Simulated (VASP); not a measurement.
# Cs (Im-3m) in VASP: a series of runs

Cs is run at these levels: LDA; tasks: single point.

Program: VASP 6.6.1. These are calculated values, not measurements. Logs are shortened: lines on timing, memory, paths and dates and some standing lists are left out, and cuts for length are marked.

**1. The cell of the first run**

It takes space group Im-3m (No. 229, cubic). Conventional cell: a = 5.838 Å, b = 5.838 Å, c = 5.838 Å, α = 90.00°, β = 90.00°, γ = 90.00°.

**2. Single point, LDA**

Contents of INCAR:

```
PREC = Accurate
ENCUT = 520
EDIFF = 1E-7
ISMEAR = 0
SIGMA = 0.05
LREAL = F
LASPH = T
NELM = 80
ALGO = Normal
ISIF = 2
LWAVE = F
LCHARG = F
GGA = CA
NBANDS = 10
```

Contents of KPOINTS:

```
Automatic mesh
0
Gamma
  10 10 10
```

Contents of POSCAR:

```
Cs
1.0
   -2.9187743703      2.9187743703      2.9187743703
    2.9187743703     -2.9187743703      2.9187743703
    2.9187743703      2.9187743703     -2.9187743703
Cs
1
Direct
    0.0000000000      0.0000000000      0.0000000000
```

Potentials or basis: VASP PAW LDA potentials, release 64 (Cs_sv).

Launch:

```sh
> cat potpaw_LDA.64/Cs_sv/POTCAR > POTCAR
> mpirun -np 1 vasp_std > vasp.out
```

OUTCAR:

```text
PREC = Accurate
   ENCUT = 520
   EDIFF = 1E-7
   ISMEAR = 0
   LREAL = F
   LASPH = T
   NELM = 80
   ISIF = 2
   GGA = CA

 ion  position               nearest neighbor table
   1  0.000  0.000  0.000-

  LATTYP: Found a body centered cubic cell.
 ALAT       =     5.8375487406

  Lattice vectors:

 A1 = (  -2.9187743703,   2.9187743703,   2.9187743703)
 A2 = (   2.9187743703,  -2.9187743703,   2.9187743703)
 A3 = (   2.9187743703,   2.9187743703,  -2.9187743703)

Analysis of symmetry for initial positions (statically):
=====================================================================
 Subroutine PRICEL returns:
 Original cell was already a primitive cell.

 Routine SETGRP: Setting up the symmetry group for a
 body centered cubic supercell.

 Subroutine GETGRP returns: Found 48 space group operations
 (whereof 48 operations were pure point group operations)
 out of a pool of 48 trial point group operations.

The static configuration has the point symmetry O_h .

Analysis of symmetry for dynamics (positions and initial velocities):
=====================================================================
 Subroutine PRICEL returns:
 Original cell was already a primitive cell.

 Routine SETGRP: Setting up the symmetry group for a
 body centered cubic supercell.

 Subroutine GETGRP returns: Found 48 space group operations
 (whereof 48 operations were pure point group operations)
 out of a pool of 48 trial point group operations.

The dynamic configuration has the point symmetry O_h .

 Subroutine INISYM returns: Found 48 space group operations
 (whereof 48 operations are pure point group operations),
 and found     1 'primitive' translations

----------------------------------------------------------------------------------------

                                     Primitive cell

  volume of cell :      99.4630

  direct lattice vectors                    reciprocal lattice vectors
    -2.918774370  2.918774370  2.918774370     0.000000000  0.171304780  0.171304780
     2.918774370 -2.918774370  2.918774370     0.171304780  0.000000000  0.171304780
     2.918774370  2.918774370 -2.918774370     0.171304780  0.171304780  0.000000000

  length of vectors
     5.055465505  5.055465505  5.055465505     0.242261543  0.242261543  0.242261543

  position of ions in fractional coordinates (direct lattice)
     0.000000000  0.000000000  0.000000000

  ion indices of the primitive-cell ions
   primitive index   ion index
                 1           1

----------------------------------------------------------------------------------------

 KPOINTS: Automatic mesh

Automatic generation of k-mesh.
 Grid dimensions read from file:
 generate k-points for:   10   10   10

 Generating k-lattice:

  Cartesian coordinates                     Fractional coordinates (reciprocal lattice)
     0.000000000  0.017130478  0.017130478     0.100000000  0.000000000  0.000000000
     0.017130478  0.000000000  0.017130478     0.000000000  0.100000000  0.000000000
     0.017130478  0.017130478  0.000000000     0.000000000  0.000000000  0.100000000

  Length of vectors
     0.024226154  0.024226154  0.024226154

  Shift w.r.t. Gamma in fractional coordinates (k-lattice)
     0.000000000  0.000000000  0.000000000

 Subroutine IBZKPT returns following result:
 ===========================================

 Found     47 irreducible k-points:

 Following reciprocal coordinates:
            Coordinates               Weight
  0.000000  0.000000  0.000000      1.000000
  0.100000  0.000000  0.000000     12.000000
  0.200000  0.000000  0.000000     12.000000
  0.300000  0.000000  0.000000     12.000000
  0.400000  0.000000  0.000000     12.000000
  0.500000  0.000000  0.000000      6.000000
[... 16 lines left out ...]
  0.300000  0.300000  0.100000      8.000000
 -0.300000  0.300000  0.100000     24.000000
 [... further k-points ...]
   k-points           NKPTS =     47   k-points in BZ     NKDIM =     47   number of bands    NBANDS=     10
   number of dos      NEDOS =    301   number of ions     NIONS =      1
   total plane-waves  NPLWV =  64000
   dimension x,y,z NGX =    40 NGY =   40 NGZ =   40
   dimension x,y,z NGXF=    80 NGYF=   80 NGZF=   80
   ions per type =               1
   NGX,Y,Z   is equivalent  to a cutoff of  13.15, 13.15, 13.15 a.u.
   NGXF,Y,Z  is equivalent  to a cutoff of  26.31, 26.31, 26.31 a.u.
 SYSTEM =  unknown system
   PREC   = accura    normal or accurate (medium, high low for compatibility)
   ISTART =      0    job   : 0-new  1-cont  2-samecut
   ICHARG =      2    charge: 1-file 2-atom 10-const
   ISPIN  =      1    spin polarized calculation?
   LNONCOLLINEAR =      F non collinear calculations
   LSORBIT =      F    spin-orbit coupling
   LASPH  =      T    aspherical Exc in radial PAW
   ENCUT  =  520.0 eV  38.22 Ry    6.18 a.u.   9.40  9.40  9.40*2*pi/ulx,y,z
   NELM   =     80;   NELMIN=  2; NELMDL= -5     # of ELM steps
   EDIFF  = 0.1E-06   stopping-criterion for ELM
   LREAL  =      F    real-space projection
   EDIFFG = 0.1E-05   stopping-criterion for IOM
   NSW    =      0    number of steps for IOM
   IBRION =     -1    ionic relax: 0-MD 1-quasi-New 2-CG
   NFREE  =      0    steps in history (QN), initial steepest desc. (CG)
   ISIF   =      2    stress and relaxation
   ISYM   =      2    0-nonsym 1-usesym 2-fastsym
   POTIM  = 0.5000    time-step for ionic-motion
   TEBEG  =    0.0;   TEEND  =   0.0 temperature during run
   PSTRESS=    0.0 pullay stress
   NELECT =       9.0000    total number of electrons
   NUPDOWN=      -1.0000    fix difference up-down
   EMIN   =  10.00;   EMAX   =-10.00  energy-range for DOS
   EFERMI =   0.00;   METHOD = LEGACY
   ISMEAR =     0;   SIGMA  =   0.05  broadening in eV -4-tet -1-fermi 0-gaus
   EFERMI_NEDOS =   21; number of points for ismear=-14 and -15
   IALGO  =     38    algorithm
   IMIX   =      4    mixing-type and parameters
     AMIX     =   0.40;   BMIX     =  1.00
     AMIX_MAG =   1.60;   BMIX_MAG =  1.00
  volume/ion in A,a.u.               =      99.46       671.21
  Fermi-wavevector in a.u.,A,eV,Ry     =   0.734968  1.388888  7.349569  0.540178
  Thomas-Fermi vector in A             =   1.828050
   LORBIT       =      0    0 simple, 1 ext, 2 COOP (PROOUT), +10 PAW based schemes
   GGA     = CA    functional components
   LHFCALC =     F    Hartree Fock is set to
   AEXX    =    0.0000 exact exchange contribution
   IVDW    =     0    specifies the selected vdW correction
   LEPSILON=     F    determine dielectric tensor
   LRPA    =     F    only Hartree local field effects (RPA)
 non-spin polarized calculation
 Gauss-broadening in eV      SIGMA  =   0.05
  energy-cutoff  :      520.00
  volume of cell :       99.46
 maximum number of plane-waves:      2718
 NGX is ok and might be reduce to    40
   NGX = 19   NGY = 19   NGZ = 19

 number of electron       9.0000001 magnetization

 Free energy of the ion-electron system (eV)
  ---------------------------------------------------
  ext. energy  EPLUGINS =         0.00000000
  ---------------------------------------------------
  free energy    TOTEN  =        -0.98926183 eV

  energy without entropy =       -0.98666877  energy(sigma->0) =       -0.98796530

 E-fermi :   0.6731     XC(G=0):  -5.9288

 val. band max:        0.6509228270   @ k =   0.4000   0.1000   0.0000
 cond. band min:       0.6842351233   @ k =  -0.3000   0.3000   0.3000
 fundamental gap:      0.0333122963
 Fermi energy:         0.6730801414

 k-point     1 :       0.0000    0.0000    0.0000
  band No.  band energies     occupation
      1     -23.0749      2.00000
      2      -9.7800      2.00000
      3      -9.7800      2.00000
      4      -9.7800      2.00000
      5      -1.1648      2.00000
      6       3.1739      0.00000
      7       3.1739      0.00000
      8       3.1739      0.00000
      9       4.1871      0.00000
     10       4.1871      0.00000

 k-point     2 :       0.1000    0.0000    0.0000
  band No.  band energies     occupation
      1     -23.0736      2.00000
      2      -9.8031      2.00000
      3      -9.7872      2.00000
      4      -9.7801      2.00000
      5      -1.0351      2.00000
      6       3.0445      0.00000
      7       3.0676      0.00000
      8       3.3052      0.00000
      9       3.9954      0.00000
     10       4.1660      0.00000

 k-point     3 :       0.2000    0.0000    0.0000
  band No.  band energies     occupation
      1     -23.0702      2.00000
      2      -9.8623      2.00000
      3      -9.8061      2.00000
      4      -9.7804      2.00000
      5      -0.6702      2.00000
      6       2.6667      0.00000
      7       2.7658      0.00000
      8       3.6925      0.00000
      9       3.9424      0.00000
     10       4.1602      0.00000

 k-point     4 :       0.3000    0.0000    0.0000
  band No.  band energies     occupation
      1     -23.0660      2.00000
      2      -9.9331      2.00000
      3      -9.8291      2.00000
      4      -9.7807      2.00000
      5      -0.1473      2.00000
      6       2.2029      0.00000
      7       2.4938      0.00000
      8       4.0795      0.00000
      9       4.2549      0.00000
     10       4.3154      0.00000
[... 222 lines left out ...]
 k-point    22 :      -0.2000    0.2000    0.1000
  band No.  band energies     occupation
      1     -23.0690      2.00000
      2      -9.8625      2.00000
      3      -9.8137      2.00000
      4      -9.7983      2.00000
      5      -0.5500      2.00000
      6       2.6962      0.00000
      7       2.8433      0.00000
      8       3.3779      0.00000
      9       3.6518      0.00000
     10       4.5421      0.00000

 k-point    23 :       0.3000    0.3000    0.1000
  band No.  band energies     occupation
      1     -23.0604      2.00000
      2      -9.9248      2.00000
      3      -9.9248      2.00000
      4      -9.8285      2.00000
      5       1.5351      0.00000
      6       1.6871      0.00000
      7       1.6871      0.00000
      8       3.8551      0.00000
      9       4.6311      0.00000
     10       4.6311      0.00000

 k-point    24 :      -0.3000    0.3000    0.1000
  band No.  band energies     occupation
      1     -23.0649      2.00000
      2      -9.9298      2.00000
      3      -9.8371      2.00000
      4      -9.7978      2.00000
      5      -0.0344      2.00000
      6       2.1937      0.00000
      7       2.5957      0.00000
      8       3.5228      0.00000
      9       4.2667      0.00000
     10       4.5850      0.00000

 [... further k-points ...]
[... 5 lines left out ...]
  --------------------------------------------------------------------------------------
  -------------------------------------------------------------------------------------
  Total       -0.0658843     -0.0658843     -0.0658843      0.0000000      0.0000000     -0.0000000
  in kB       -1.0612824     -1.0612824     -1.0612824      0.0000000      0.0000000     -0.0000000
  external PRESSURE =      -1.0612824 kB  Pullay stress =       0.0000000 kB

 VOLUME and BASIS-vectors are now :
 -----------------------------------------------------------------------------
  energy-cutoff  :      520.00
  volume of cell :       99.46
      direct lattice vectors                 reciprocal lattice vectors
    -2.918774370  2.918774370  2.918774370     0.000000000  0.171304780  0.171304780
     2.918774370 -2.918774370  2.918774370     0.171304780  0.000000000  0.171304780
     2.918774370  2.918774370 -2.918774370     0.171304780  0.171304780  0.000000000

 POSITION                                       TOTAL-FORCE (eV/Angst)
 -----------------------------------------------------------------------------------
      0.00000      0.00000      0.00000        -0.000000     -0.000000      0.000000
 -----------------------------------------------------------------------------------
    total drift:                               -0.000000      0.000000     -0.000000

  FREE ENERGIE OF THE ION-ELECTRON SYSTEM (eV)
  ---------------------------------------------------
  free  energy   TOTEN  =        -0.9892618335 eV

  energy  without entropy=       -0.9866687680  energy(sigma->0) =       -0.98796530
```

It took 27 s on 1 thread of Intel Xeon 6975P-C, shared host; peak memory 0.21 GiB.

What came out:

```yaml
Free_energy: -0.9893 eV
Pressure: -0.1 GPa
```

Caveat: spin-orbit coupling is left out, which moves the levels of the heavy elements.

**3. Single point, LDA**

Contents of INCAR:

```
SYSTEM = Cs
ALGO = Normal
EDIFF = 1E-7
ENCUT = 520
ISIF = 2
ISMEAR = 0
LASPH = .True.
LCHARG = .False.
LREAL = .False.
LWAVE = .False.
NBANDS = 10
NELM = 100
PREC = Accurate
SIGMA = 0.05
```

Contents of KPOINTS:

```
k-points
0
Gamma
  10 10 10
  0 0 0
```

POSCAR is that of step 2.

Potentials or basis: VASP PAW LDA potentials, release 64 (Cs_sv).

Launch:

```sh
> cat potpaw_LDA.64/Cs_sv/POTCAR > POTCAR
> mpirun -np 1 vasp_std > vasp.out
```

It took 26 s on 1 thread of Intel Xeon 6975P-C, shared host; peak memory 0.21 GiB.

The run converged. Its results:

- Free energy: -0.9893 eV
- Pressure: -0.1 GPa

Levels at points of the mesh, in eV from the Fermi level:
| k point | band 2 | band 3 | band 4 | band 5 | band 6 | band 7 |
| --- | --- | --- | --- | --- | --- | --- |
| (0.00, 0.00, 0.00) | -10.45 | -10.45 | -10.45 | -1.84 | 2.50 | 2.50 |
| (0.50, 0.00, 0.00) | -10.68 | -10.53 | -10.45 | -0.06 | 1.11 | 1.57 |
| (0.50, 0.50, 0.50) | -10.61 | -10.61 | -10.61 | 0.53 | 0.53 | 3.41 |

Caveat: spin-orbit coupling is left out, which moves the levels of the heavy elements.

[end of part 1 of 2]
